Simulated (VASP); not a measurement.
# SrAgSF (P4/nmm) in VASP: dielectric tensor with LDA

Aim: the dielectric tensor of SrAgSF with LDA.

Everything below comes from runs of VASP 6.6.1. Logs are shortened: lines on timing, memory, paths and dates and some standing lists are left out, and cuts for length are marked.

## (1) The cell of the first run

It takes space group P4/nmm (No. 129, tetragonal). Conventional cell: a = 4.109 Å, b = 4.109 Å, c = 9.130 Å, α = 90.00°, β = 90.00°, γ = 90.00°. Sr (site symmetry 4mm) has 4 F at 2.50 Å and 4 S at 3.22 Å within 3.3 Å. Within 3.6 Å of Ag (site symmetry -4m2) lie 4 S at 2.70 Å and 4 Ag at 2.91 Å. S (site symmetry 4mm) has 4 Ag at 2.70 Å and 4 Sr at 3.22 Å and 4 F at 3.48 Å within 3.6 Å. F (site symmetry -4m2) has 4 Sr at 2.50 Å and 4 F at 2.91 Å within 3.3 Å.

## (2) Dielectric tensor, LDA

INCAR

```
SYSTEM = SrAgSF
PREC = Accurate
ENCUT = 520
EDIFF = 1E-8
ISMEAR = 0
SIGMA = 0.01
LREAL = .FALSE.
LASPH = .TRUE.
NELM = 100
ALGO = Normal
ISIF = 2
LWAVE = .FALSE.
LCHARG = .FALSE.
LEPSILON = .TRUE.
```

KPOINTS

```
Automatic mesh
0
G
  3 3 1
  0 0 0
```

POSCAR

```
SrAgSF
1.0
    4.1086260000      0.0000000000      0.0000000000
    0.0000000000      4.1086260000      0.0000000000
    0.0000000000      0.0000000000      9.1301030000
Sr Ag S F
2 2 2 2
Direct
    0.0000000000      0.5000000000      0.8439450000
    0.5000000000      0.0000000000      0.1560550000
    0.5000000000      0.5000000000      0.5000000000
    0.0000000000      0.0000000000      0.5000000000
    0.0000000000      0.5000000000      0.3082930000
    0.5000000000      0.0000000000      0.6917070000
    0.5000000000      0.5000000000      0.0000000000
    0.0000000000      0.0000000000      0.0000000000
```

Potentials or basis: VASP PAW LDA potentials, release 64 (Sr_sv, Ag, S, F).

Launch:

```bash
$ cat potpaw_LDA.64/Sr_sv/POTCAR potpaw_LDA.64/Ag/POTCAR potpaw_LDA.64/S/POTCAR potpaw_LDA.64/F/POTCAR > POTCAR
$ mpirun -np 1 vasp_std > vasp.out
```

OUTCAR:

```text
SYSTEM = SrAgSF
   PREC = Accurate
   ENCUT = 520
   EDIFF = 1E-8
   ISMEAR = 0
   LREAL = .FALSE.
   LASPH = .TRUE.
   NELM = 100
   ISIF = 2
   LEPSILON = .TRUE.

 ion  position               nearest neighbor table
   1  0.000  0.500  0.844-   7 2.50   8 2.50   8 2.50   7 2.50   6 3.22   6 3.22   6 3.22   6 3.22
                             3 3.75   4 3.75   4 3.75   3 3.75   2 4.07   2 4.07   2 4.07   2 4.07
   2  0.500  0.000  0.156-   7 2.50   8 2.50   7 2.50   8 2.50   5 3.22   5 3.22   5 3.22   5 3.22
                             4 3.75   3 3.75   4 3.75   3 3.75   1 4.07   1 4.07   1 4.07   1 4.07
   3  0.500  0.500  0.500-   5 2.70   6 2.70   6 2.70   5 2.70   4 2.91   4 2.91   4 2.91   4 2.91
                             1 3.75   2 3.75   2 3.75   1 3.75
   4  0.000  0.000  0.500-   5 2.70   6 2.70   5 2.70   6 2.70   3 2.91   3 2.91   3 2.91   3 2.91
                             2 3.75   1 3.75   2 3.75   1 3.75
   5  0.000  0.500  0.308-   3 2.70   4 2.70   4 2.70   3 2.70   2 3.22   2 3.22   2 3.22   2 3.22

   6  0.500  0.000  0.692-   3 2.70   4 2.70   3 2.70   4 2.70   1 3.22   1 3.22   1 3.22   1 3.22

   7  0.500  0.500  0.000-   1 2.50   2 2.50   2 2.50   1 2.50
   8  0.000  0.000  0.000-   1 2.50   2 2.50   1 2.50   2 2.50

  LATTYP: Found a simple tetragonal cell.
 ALAT       =     4.1086260000
 C/A-ratio  =     2.2221791421

  Lattice vectors:

 A1 = (   4.1086260000,   0.0000000000,   0.0000000000)
 A2 = (   0.0000000000,   4.1086260000,   0.0000000000)
 A3 = (   0.0000000000,   0.0000000000,   9.1301030000)

Analysis of symmetry for initial positions (statically):
=====================================================================
 Subroutine PRICEL returns:
 Original cell was already a primitive cell.

 Routine SETGRP: Setting up the symmetry group for a
 simple tetragonal supercell.

 Subroutine GETGRP returns: Found 16 space group operations
 (whereof  8 operations were pure point group operations)
 out of a pool of 16 trial point group operations.

The static configuration has the point symmetry D_2d.
 The point group associated with its full space group is D_4h.

Analysis of symmetry for dynamics (positions and initial velocities):
=====================================================================
 Subroutine PRICEL returns:
 Original cell was already a primitive cell.

 Routine SETGRP: Setting up the symmetry group for a
 simple tetragonal supercell.

 Subroutine GETGRP returns: Found 16 space group operations
 (whereof  8 operations were pure point group operations)
 out of a pool of 16 trial point group operations.

The dynamic configuration has the point symmetry D_2d.
 The point group associated with its full space group is D_4h.

 Subroutine INISYM returns: Found 16 space group operations
 (whereof  8 operations are pure point group operations),
 and found     1 'primitive' translations

----------------------------------------------------------------------------------------

                                     Primitive cell

  volume of cell :     154.1235

  direct lattice vectors                    reciprocal lattice vectors
     4.108626000  0.000000000  0.000000000     0.243390369  0.000000000  0.000000000
     0.000000000  4.108626000  0.000000000     0.000000000  0.243390369  0.000000000
     0.000000000  0.000000000  9.130103000     0.000000000  0.000000000  0.109527790

  length of vectors
     4.108626000  4.108626000  9.130103000     0.243390369  0.243390369  0.109527790

  position of ions in fractional coordinates (direct lattice)
     0.000000000  0.500000000  0.843945000
     0.500000000  0.000000000  0.156055000
     0.500000000  0.500000000  0.500000000
     0.000000000  0.000000000  0.500000000
     0.000000000  0.500000000  0.308293000
     0.500000000  0.000000000  0.691707000
     0.500000000  0.500000000  0.000000000
     0.000000000  0.000000000  0.000000000

  ion indices of the primitive-cell ions
   primitive index   ion index
                 1           1
                 2           2
                 3           3
                 4           4
                 5           5
                 6           6
                 7           7
                 8           8

----------------------------------------------------------------------------------------

 KPOINTS: Automatic mesh

Automatic generation of k-mesh.
 Grid dimensions read from file:
 generate k-points for:    3    3    1

 Generating k-lattice:

  Cartesian coordinates                     Fractional coordinates (reciprocal lattice)
     0.081130123  0.000000000  0.000000000     0.333333333  0.000000000  0.000000000
[... 58 lines left out ...]
  volume/ion in A,a.u.               =      19.27       130.01
  Fermi-wavevector in a.u.,A,eV,Ry     =   1.246297  2.355160 21.133329  1.553256
  Thomas-Fermi vector in A             =   2.380481
   LORBIT       =      0    0 simple, 1 ext, 2 COOP (PROOUT), +10 PAW based schemes
   GGA     = CA    functional components
   LHFCALC =     F    Hartree Fock is set to
   AEXX    =    0.0000 exact exchange contribution
   IVDW    =     0    specifies the selected vdW correction
   LEPSILON=     T    determine dielectric tensor
   LRPA    =     F    only Hartree local field effects (RPA)
 non-spin polarized calculation
 Gauss-broadening in eV      SIGMA  =   0.01
  energy-cutoff  :      520.00
  volume of cell :      154.12
 maximum number of plane-waves:      4161
 NGX is ok and might be reduce to    30
   NGX = 15   NGY = 15   NGZ = 33

--------------------------------------- Ionic step        1  -------------------------------------------

 number of electron      68.0000013 magnetization

 E-fermi :   3.8175     XC(G=0): -10.4551

 val. band max:        3.6664980209   @ k =   0.0000   0.0000   0.0000
 cond. band min:       4.6858761903   @ k =   0.0000   0.0000   0.0000
 fundamental gap:      1.0193781695
 Fermi energy:         3.8175391923

 k-point     1 :       0.0000    0.0000    0.0000
  band No.  band energies     occupation
      1     -30.3753      2.00000
      2     -30.3330      2.00000
      3     -19.3087      2.00000
      4     -18.8905      2.00000
      5     -12.5035      2.00000
      6     -12.5035      2.00000
[... 118 lines left out ...]
     39       9.5347      0.00000
     40       9.8871      0.00000

  FORCE on cell =-STRESS in cart. coord.  units (eV):
  Direction    XX          YY          ZZ          XY          YZ          ZX
  --------------------------------------------------------------------------------------
  -------------------------------------------------------------------------------------
  Total       -6.4577271     -6.4577271     -6.2708824      0.0000000     -0.0000000      0.0000000
  in kB      -67.1307307    -67.1307307    -65.1884033      0.0000000     -0.0000000      0.0000000
  external PRESSURE =     -66.4832882 kB  Pullay stress =       0.0000000 kB

 VOLUME and BASIS-vectors are now :
 -----------------------------------------------------------------------------
  energy-cutoff  :      520.00
  volume of cell :      154.12
      direct lattice vectors                 reciprocal lattice vectors
     4.108626000  0.000000000  0.000000000     0.243390369  0.000000000  0.000000000
     0.000000000  4.108626000  0.000000000     0.000000000  0.243390369  0.000000000
     0.000000000  0.000000000  9.130103000     0.000000000  0.000000000  0.109527790

 POSITION                                       TOTAL-FORCE (eV/Angst)
 -----------------------------------------------------------------------------------
      0.00000      2.05431      7.70530        -0.000000     -0.000000      0.185556
      2.05431      0.00000      1.42480         0.000000     -0.000000     -0.185556
      2.05431      2.05431      4.56505        -0.000000      0.000000     -0.000000
      0.00000      0.00000      4.56505        -0.000000     -0.000000     -0.000000
      0.00000      2.05431      2.81475        -0.000000     -0.000000      0.279821
      2.05431      0.00000      6.31536         0.000000     -0.000000     -0.279821
      2.05431      2.05431      0.00000        -0.000000     -0.000000     -0.000000
      0.00000      0.00000      0.00000        -0.000000      0.000000     -0.000000
 -----------------------------------------------------------------------------------
    total drift:                                0.000000      0.000000     -0.000000

  FREE ENERGIE OF THE ION-ELECTRON SYSTEM (eV)
  ---------------------------------------------------
  free  energy   TOTEN  =       -41.9130837806 eV

  energy  without entropy=      -41.9130837806  energy(sigma->0) =      -41.91308378

 HEAD OF MICROSCOPIC STATIC DIELECTRIC TENSOR (INDEPENDENT PARTICLE, excluding Hartree and local field effects)
 ------------------------------------------------------
          11.024666     0.000000     0.000000
           0.000000    11.024666    -0.000000
           0.000000     0.000000     6.368974
 ------------------------------------------------------

 Free energy of the ion-electron system (eV)
  ---------------------------------------------------
  ---------------------------------------------------
  free energy    TOTEN  =        -4.23196898 eV

  energy without entropy =       -4.23196898

------------------------ aborting loop because EDIFF is reached ----------------------------------------

--------------------------------------- Ionic step        2  -------------------------------------------

------------------------ aborting loop because EDIFF is reached ----------------------------------------

--------------------------------------- Ionic step        3  -------------------------------------------

 Free energy of the ion-electron system (eV)
  ---------------------------------------------------
  ---------------------------------------------------
  free energy    TOTEN  =        -1.65320602 eV

  energy without entropy =       -1.65320602

------------------------ aborting loop because EDIFF is reached ----------------------------------------

 PIEZOELECTRIC TENSOR FIELD DIRECTION 3  (e Angst)
 -----------------------------------------------------------------------------
    -0.00005  0.00000  0.00000           ( -0.00000  0.00000  0.00000)
     0.00000 -0.00005  0.00000           (  0.00000 -0.00000  0.00000)
     0.00000  0.00000 -0.00028           (  0.00000  0.00000 -0.00000)

 PIEZOELECTRIC TENSOR FIELD DIRECTION 3  (C/m^2)
 -----------------------------------------------------------------------------
    -0.00001  0.00000  0.00000
     0.00000 -0.00001  0.00000
     0.00000  0.00000 -0.00003

 MACROSCOPIC STATIC DIELECTRIC TENSOR (including local field effects in DFT)
 ------------------------------------------------------
          10.446576     0.000000     0.000000
           0.000000    10.446576     0.000000
           0.000000     0.000000     4.657964
 ------------------------------------------------------

 PIEZOELECTRIC TENSOR (including local field effects)  for field in x, y, z        (e  Angst)
          XX          YY          ZZ          XY          YZ          ZX
  --------------------------------------------------------------------------------
  x     0.00000     0.00000    -0.00000     0.00000     0.00000     0.00000
  y     0.00000     0.00000     0.00000     0.00000     0.00000     0.00000
  z     0.00000     0.00000     0.00000     0.00000     0.00000     0.00000

 PIEZOELECTRIC TENSOR (including local field effects)  for field in x, y, z        (C/m^2)
          XX          YY          ZZ          XY          YZ          ZX
  --------------------------------------------------------------------------------
  x     0.00000     0.00000    -0.00000     0.00000     0.00000     0.00000
  y     0.00000     0.00000     0.00000     0.00000     0.00000     0.00000
  z     0.00000     0.00000     0.00000     0.00000     0.00000     0.00000

 BORN EFFECTIVE CHARGES (including local field effects) (in |e|, cummulative output)
 ---------------------------------------------------------------------------------
 ion    1
    1     2.83592     0.00000     0.00000
    2     0.00000     2.83592     0.00000
    3     0.00000     0.00000     3.22631
 ion    2
    1     2.83592     0.00000     0.00000
    2     0.00000     2.83592     0.00000
    3     0.00000     0.00000     3.22631
 ion    3
    1     2.17739     0.00000    -0.00000
    2     0.00000     2.17739     0.00000
    3     0.00000     0.00000     0.54970
 ion    4
    1     2.17739     0.00000     0.00000
    2     0.00000     2.17739     0.00000
    3     0.00000     0.00000     0.54970
 ion    5
    1    -3.75412     0.00000    -0.00000
    2     0.00000    -3.75412     0.00000
    3     0.00000     0.00000    -1.52179
 ion    6
    1    -3.75412     0.00000     0.00000
    2     0.00000    -3.75412     0.00000
    3     0.00000     0.00000    -1.52179
 ion    7
    1    -1.25918     0.00000     0.00000
    2     0.00000    -1.25918     0.00000
    3     0.00000     0.00000    -2.25422
 ion    8
    1    -1.25918     0.00000     0.00000
    2     0.00000    -1.25918     0.00000
    3     0.00000     0.00000    -2.25422
```

It took 8.3 min on 1 thread of AMD EPYC 7R13 (Zen 3), shared host; peak memory 0.25 GiB.

What came out:

- Band gap on the k mesh: 1.02 eV
- Electronic dielectric tensor (diagonal): 10.45, 10.45, 4.66
- Born charges (mean of the diagonal): Sr +2.97; Ag +1.63; S -3.01; F -1.59 e

Electronic dielectric tensor:
```
10.45  0.00  0.00
 0.00 10.45  0.00
 0.00  0.00  4.66
```

Born effective charge tensors (e):
atom 1, Sr
```
2.84 0.00 0.00
0.00 2.84 0.00
0.00 0.00 3.23
```
atom 2, Sr
```
2.84 0.00 0.00
0.00 2.84 0.00
0.00 0.00 3.23
```
atom 3, Ag
```
2.18 0.00 0.00
0.00 2.18 0.00
0.00 0.00 0.55
```
atom 4, Ag
```
2.18 0.00 0.00
0.00 2.18 0.00
0.00 0.00 0.55
```
atom 5, S
```
-3.75  0.00  0.00
 0.00 -3.75  0.00
 0.00  0.00 -1.52
```
atom 6, S
```
-3.75  0.00  0.00
 0.00 -3.75  0.00
 0.00  0.00 -1.52
```
atom 7, F
```
-1.26  0.00  0.00
 0.00 -1.26  0.00
 0.00  0.00 -2.25
```
atom 8, F
```
-1.26  0.00  0.00
 0.00 -1.26  0.00
 0.00  0.00 -2.25
```

Caveat: the k points lie up to 0.69 Å⁻¹ apart.
